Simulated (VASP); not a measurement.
# Pt (Fm-3m) in VASP: a series of runs, part 2 of 2

VASP 6.6.1.

## 3. Single point, LDA

The input, INCAR:

```
ALGO = Fast
EDIFF = 1E-6
ENCUT = 520
ISIF = 2
ISMEAR = 0
LASPH = True
LCHARG = True
LELF = True
LREAL = False
LVHAR = True
LWAVE = False
NBANDS = 11
NELM = 100
PREC = Accurate
SIGMA = 0.15
```

The input, KPOINTS:

```
k-points
0
Gamma
  22 22 22
```

The input, POSCAR:

```
Pt
1.0
    0.0000000000      1.9467672884      1.9467672884
    1.9467672884      0.0000000000      1.9467672884
    1.9467672884      1.9467672884      0.0000000000
Pt
1
Direct
    0.0000000000      0.0000000000      0.0000000000
```

Potentials or basis: VASP PAW LDA potentials, release 64 (Pt).

Command:

```bash
cat potpaw_LDA.64/Pt/POTCAR > POTCAR
mpirun -np 1 vasp_std > vasp.out
```

OUTCAR:

```text
EDIFF = 1E-6
   ENCUT = 520
   ISIF = 2
   ISMEAR = 0
   LASPH = True
   LREAL = False
   NELM = 100
   PREC = Accurate

 ion  position               nearest neighbor table
   1  0.000  0.000  0.000-

  LATTYP: Found a face centered cubic cell.
 ALAT       =     3.8935345768

  Lattice vectors:

 A1 = (   0.0000000000,   1.9467672884,   1.9467672884)
 A2 = (   1.9467672884,   0.0000000000,   1.9467672884)
 A3 = (   1.9467672884,   1.9467672884,   0.0000000000)

Analysis of symmetry for initial positions (statically):
=====================================================================
 Subroutine PRICEL returns:
 Original cell was already a primitive cell.

 Routine SETGRP: Setting up the symmetry group for a
 face centered cubic supercell.

 Subroutine GETGRP returns: Found 48 space group operations
 (whereof 48 operations were pure point group operations)
 out of a pool of 48 trial point group operations.

The static configuration has the point symmetry O_h .

Analysis of symmetry for dynamics (positions and initial velocities):
=====================================================================
 Subroutine PRICEL returns:
 Original cell was already a primitive cell.

 Routine SETGRP: Setting up the symmetry group for a
 face centered cubic supercell.

 Subroutine GETGRP returns: Found 48 space group operations
 (whereof 48 operations were pure point group operations)
 out of a pool of 48 trial point group operations.

The dynamic configuration has the point symmetry O_h .

 Subroutine INISYM returns: Found 48 space group operations
 (whereof 48 operations are pure point group operations),
 and found     1 'primitive' translations

----------------------------------------------------------------------------------------

                                     Primitive cell

  volume of cell :      14.7561

  direct lattice vectors                    reciprocal lattice vectors
[... 110 lines left out ...]
   GGA     = CA    functional components
   LHFCALC =     F    Hartree Fock is set to
   AEXX    =    0.0000 exact exchange contribution
   IVDW    =     0    specifies the selected vdW correction
   LEPSILON=     F    determine dielectric tensor
   LRPA    =     F    only Hartree local field effects (RPA)
 non-spin polarized calculation
 RMM-DIIS sequential band-by-band and
 Gauss-broadening in eV      SIGMA  =   0.15
  energy-cutoff  :      520.00
  volume of cell :       14.76
 maximum number of plane-waves:       411
   NGX = 11   NGY = 11   NGZ = 11

 number of electron      10.0000000 magnetization

 Free energy of the ion-electron system (eV)
  ---------------------------------------------------
  ext. energy  EPLUGINS =         0.00000000
  ---------------------------------------------------
  free energy    TOTEN  =        -7.51672223 eV

  energy without entropy =       -7.49711484  energy(sigma->0) =       -7.50691854

 E-fermi :  11.5665     XC(G=0): -13.8139

 val. band max:       11.5658025693   @ k =   0.5000   0.4545   0.0000
 cond. band min:      11.5666741746   @ k =  -0.3636   0.3636   0.1364
 fundamental gap:      0.0008716053
 Fermi energy:        11.5664556919

 k-point     1 :       0.0000    0.0000    0.0000
  band No.  band energies     occupation
      1       1.0761      2.00000
      2       7.6133      2.00000
      3       7.6133      2.00000
      4       7.6133      2.00000
      5       9.8864      2.00000
      6       9.8864      2.00000
      7      26.1246      0.00000
      8      31.1711      0.00000
      9      31.1711      0.00000
     10      31.1711      0.00000
     11      36.7041      0.00000
[... 309 lines left out ...]
 k-point    24 :      -0.4545    0.0455    0.0000
  band No.  band energies     occupation
      1       4.0464      2.00000
      2       7.5158      2.00000
      3       7.6187      2.00000
      4      10.2968      2.00000
      5      11.5143      1.37696
      6      12.2112      0.00000
      7      17.7859      0.00000
      8      25.8699      0.00000
      9      30.3426      0.00000
     10      30.7824      0.00000
     11      39.9710      0.00000

 [... further k-points ...]

------------------------ aborting loop because EDIFF is reached ----------------------------------------

  FORCE on cell =-STRESS in cart. coord.  units (eV):
  Direction    XX          YY          ZZ          XY          YZ          ZX
  --------------------------------------------------------------------------------------
  -------------------------------------------------------------------------------------
  Total        0.0871222      0.0871222      0.0871222      0.0000000     -0.0000000     -0.0000000
  in kB        9.4594846      9.4594846      9.4594846      0.0000000     -0.0000000     -0.0000000
  external PRESSURE =       9.4594846 kB  Pullay stress =       0.0000000 kB

 VOLUME and BASIS-vectors are now :
 -----------------------------------------------------------------------------
  energy-cutoff  :      520.00
  volume of cell :       14.76
      direct lattice vectors                 reciprocal lattice vectors
     0.000000000  1.946767288  1.946767288    -0.256836039  0.256836039  0.256836039
     1.946767288  0.000000000  1.946767288     0.256836039 -0.256836039  0.256836039
     1.946767288  1.946767288  0.000000000     0.256836039  0.256836039 -0.256836039

 POSITION                                       TOTAL-FORCE (eV/Angst)
 -----------------------------------------------------------------------------------
      0.00000      0.00000      0.00000        -0.000000      0.000000      0.000000
 -----------------------------------------------------------------------------------
    total drift:                                0.000000      0.000000     -0.000000

  FREE ENERGIE OF THE ION-ELECTRON SYSTEM (eV)
  ---------------------------------------------------
  free  energy   TOTEN  =        -7.5167222328 eV

  energy  without entropy=       -7.4971148434  energy(sigma->0) =       -7.50691854
```

OSZICAR:

```text
N       E                     dE             d eps       ncg     rms          rms(c)
DAV:   1     0.393739437880E+02    0.39374E+02   -0.53529E+03  7336   0.846E+02
DAV:   2    -0.732254369213E+01   -0.46696E+02   -0.44716E+02  8223   0.179E+02
DAV:   3    -0.794797735336E+01   -0.62543E+00   -0.61924E+00  8383   0.198E+01
DAV:   4    -0.795032124584E+01   -0.23439E-02   -0.23437E-02  8346   0.142E+00
DAV:   5    -0.795033904669E+01   -0.17801E-04   -0.17801E-04  8469   0.114E-01    0.141E+01
RMM:   6    -0.756625156933E+01    0.38409E+00   -0.37228E-01  7255   0.513E+00    0.729E+00
RMM:   7    -0.752130358820E+01    0.44948E-01   -0.69568E-02  7598   0.235E+00    0.260E+00
RMM:   8    -0.751694640966E+01    0.43572E-02   -0.87539E-03  7669   0.862E-01    0.591E-01
RMM:   9    -0.751670949809E+01    0.23691E-03   -0.90575E-04  8285   0.256E-01    0.745E-02
RMM:  10    -0.751672449024E+01   -0.14992E-04   -0.14123E-04  8294   0.904E-02    0.825E-02
RMM:  11    -0.751673377590E+01   -0.92857E-05   -0.28656E-05  8251   0.390E-02    0.505E-02
RMM:  12    -0.751672203813E+01    0.11738E-04   -0.21691E-05  7758   0.381E-02    0.403E-03
RMM:  13    -0.751672223285E+01   -0.19472E-06   -0.21862E-06  6508   0.973E-03
   1 F= -.75167222E+01 E0= -.75069185E+01  d E =-.196074E-01
```

It took 19 s on 1 thread of Intel Xeon 6975P-C (Granite Rapids), shared host; peak memory 0.16 GiB.

Results:

* Free energy: -7.5167 eV
* Pressure: 0.9 GPa
* Band gap on the k mesh: zero (band 5 reaches 12.09 eV, above the bottom of band 6 at 9.77 eV)

Levels at points of the mesh, in eV from the Fermi level:
```csv
k point,band 2,band 3,band 4,band 5,band 6,band 7,band 8,band 9
"(0.00, 0.00, 0.00)",-3.95,-3.95,-3.95,-1.68,-1.68,14.56,19.60,19.60
"(0.50, 0.00, 0.00)",-4.01,-4.01,-0.57,0.05,0.05,6.00,14.13,19.04
"(0.50, 0.50, 0.00)",-6.88,0.03,0.52,0.52,1.73,9.11,11.41,11.41
```

Caveat: spin-orbit coupling is left out, which moves the levels of the heavy elements.
